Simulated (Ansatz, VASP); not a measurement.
# BiTe: VASP beside Ansatz

Contents of INCAR:

```
SYSTEM = BiTe
ALGO = Normal ; EDIFF = 1E-6
ENCUT = 500 ; GGA = PS
GGA_COMPAT = .FALSE. ; ISIF = 2
ISMEAR = 0 ; LASPH = .TRUE.
LCHARG = .FALSE. ; LREAL = .FALSE.
LWAVE = .FALSE. ; NBANDS = 18
NELM = 120 ; PREC = Accurate
SIGMA = 0.15
```

File KPOINTS:

```
k-points
0
G
  16 16 16
  0 0 0
```

POSCAR

```
BiTe
1.0
    0.0000000000      3.2930684425      3.2451111351
    3.2930684425      0.0000000000      3.2451111351
    3.2930684425      3.2930684425      0.0000000000
Bi Te
1 1
Direct
    0.0000000000      0.0000000000      0.0000000000
    0.5000000000      0.5000000000      0.5000000000
```

Input for Ansatz:

```yaml
crystal:
  lattice:
    - [0.0, 3.2930684425, 3.2451111351]
    - [3.2930684425, 0.0, 3.2451111351]
    - [3.2930684425, 3.2930684425, 0.0]
  atoms:
    - { symbol: Bi, position: [0.0, 0.0, 0.0] }
    - { symbol: Te, position: [0.5, 0.5, 0.5] }
basis:
  ecutwfc: 420
kpoints:
  mp_grid: { grid: [16, 16, 16] }
hamiltonian:
  xc: pbesol
scf:
  occupations: { method: gaussian, width: 0.15 }
output:
  forces: true
  stress: true
  eigenvalues: true
```

Change from the starting cell: strain +0.030 along x and y, +0.015 along z, atoms carried along.

Alike in both runs: task single point; functional PBEsol; k mesh 16 × 16 × 16; occupations gaussian, width 0.15 eV; no spin polarisation.

```csv
,VASP,Ansatz
version,VASP 6.6.1,Ansatz 0.2.0
potentials or method,"VASP PAW PBE potentials, release 64 (Bi_d, Te), cutoff 500 eV","scalar-relativistic, plane waves, PAW"
valence electrons in the cell,21,31
```

|  | VASP | Ansatz | Ansatz less VASP |
| --- | --- | --- | --- |
| gap on the k mesh at the Fermi level (eV) | none | none | - |
| pressure (GPa) | -3.3 | -3.3 | +0.03 |
| traceless stress, the component that is largest in VASP (GPa) | 0.65 | 0.64 | -0.001 |

VASP's potentials were made for PBE, not for PBEsol. A gap of «none» marks a metal or a gap that the smearing closes. With one functional, cell and mesh, what is left measures potentials, basis and numerics. VASP's potentials hold 21 valence electrons a cell and Ansatz's 31, so a difference there can come from the potentials and not from the codes.

Neither program's run includes spin-orbit coupling.
